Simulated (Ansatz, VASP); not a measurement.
One calculation of TiC, two programs

```
Ti C
1.0
     0.00000    2.16400    2.14236
     2.16400    0.00000    2.14236
     2.16400    2.16400    0.00000
Ti C
1 1
Cartesian
  0.0000 0.0000 0.0000
  2.1640 2.1640 2.1424
```

Change from the starting cell: zz strain of -1 %, crystal datasets.

Alike in both runs: task electric field gradients; functional PBEsol; k mesh 16 × 16 × 16; occupations fermi-dirac, width 0.03 eV; no spin polarisation.

|  | VASP | Ansatz |
| --- | --- | --- |
| version | VASP 6.6.1 | Ansatz 0.2.0 |
| potentials or method | VASP PAW PBE potentials, release 64 (Ti_sv, C), cutoff 520 eV | all-electron PAW with datasets made for the crystal, scalar-relativistic |

Ansatz gave:

```
pressure (GPa)                                                : -3.7
traceless stress, the component that is largest in VASP (GPa) : 2.64
size of Vzz on the site where it differs most (V/Å²)          : 8.3
```

What did VASP give for the same quantities?

Pressure (GPa): -3.4; traceless stress, the component that is largest in VASP (GPa): 2.65; size of Vzz on the site where it differs most (V/Å²): 7.9.

VASP's potentials were made for PBE, not for PBEsol. Ansatz ran all-electron here, and VASP with PAW potentials.
